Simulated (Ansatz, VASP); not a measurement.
# ZnSe in VASP and in Ansatz

```xyz
2
Lattice="0.0000 2.8338 2.8338 2.8338 0.0000 2.8338 2.8338 2.8338 0.0000" Properties=species:S:1:pos:R:3 pbc="T T T"
Se    4.2507    4.2507    4.2507
Zn    0.0000    0.0000    0.0000
```

Alike in both runs: task single point; functional PBE; k mesh 8 × 8 × 8; occupations gaussian, width 0.022 eV; no spin polarisation.

|  | VASP | Ansatz |
| --- | --- | --- |
| version | VASP 6.6.1 | Ansatz 0.2.0 |
| potentials or method | VASP PAW PBE potentials, release 64 (Se, Zn), cutoff 520 eV | all-electron LAPW, scalar-relativistic |

VASP gave:

* gap on the k mesh at the Fermi level (eV): 1.29
* least direct gap on the mesh (eV): 1.29
* pressure (GPa): 2.3

Q: What did Ansatz give for the same quantities?

A: gap on the k mesh at the Fermi level (eV): 1.29; least direct gap on the mesh (eV): 1.29; pressure (GPa): 2.1.

Ansatz ran all-electron here, and VASP with PAW potentials.
